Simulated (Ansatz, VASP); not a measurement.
**One calculation of Ta, two programs**

```
Ta
1.0
    -1.65128    1.65128    1.65128
     1.65128   -1.65128    1.65128
     1.65128    1.65128   -1.65128
Ta
1
Direct
  0.00000 0.00000 0.00000
```

Alike in both runs: functional BLYP; k mesh 11 × 11 × 11; occupations fermi-dirac, width 0.05 eV; no spin polarisation.

|  | VASP | Ansatz |
| --- | --- | --- |
| version | VASP 6.6.1 | Ansatz 0.2.0 |
| potentials or method | VASP PAW PBE potentials, release 64 (Ta_sv_GW) | Ansatz PAW |
| plane-wave cutoff (eV) | 500 | 420 |
| valence electrons in the cell | 13 | 13 |
| task | single point | band structure |

|  | VASP | Ansatz | Ansatz less VASP |
| --- | --- | --- | --- |
| gap on the k mesh at the Fermi level (eV) | none | none | - |
| pressure (GPa) | 8.5 | 8.8 | +0.39 |

VASP's potentials were made for PBE, not for BLYP. A gap of «none» marks a metal or a gap that the smearing closes. The functional is the same, so the differences come from potentials, cutoffs and numerics.

Spin-orbit coupling is off throughout.
